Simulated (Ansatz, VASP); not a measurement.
# MoOs3 in VASP and in Ansatz

```
CELL_PARAMETERS angstrom
3.88462 0.00000 0.00000
0.00000 3.88462 0.00000
0.00000 0.00000 3.88462
ATOMIC_POSITIONS crystal
Mo 0.00000 0.00000 0.00000
Os 0.00000 0.50000 0.50000
Os 0.50000 0.00000 0.50000
Os 0.50000 0.50000 0.00000
```

Alike in both runs: functional PBE; k mesh 12 × 12 × 12; occupations gaussian, width 0.1 eV; no spin polarisation.

Ansatz relaxed the structure, and its values are those at the end. VASP's run is a single point on that final structure, the one shown.

|  | VASP | Ansatz |
| --- | --- | --- |
| version | VASP 6.6.1 | Ansatz 0.2.0 |
| potentials or method | VASP PAW PBE potentials, release 64 (Mo_sv, Os), cutoff 520 eV | scalar-relativistic, plane waves, PAW |
| valence electrons in the cell | 38 | 62 |

```csv
,VASP,Ansatz,Ansatz less VASP
gap on the k mesh at the Fermi level (eV),none,none,-
pressure (GPa),0.0,0.0,-0.05
```

A gap of «none» marks a metal or a gap that the smearing closes. VASP's potentials hold 38 valence electrons a cell and Ansatz's 62, so a difference there can come from the potentials and not from the codes.

Neither program's run includes spin-orbit coupling.
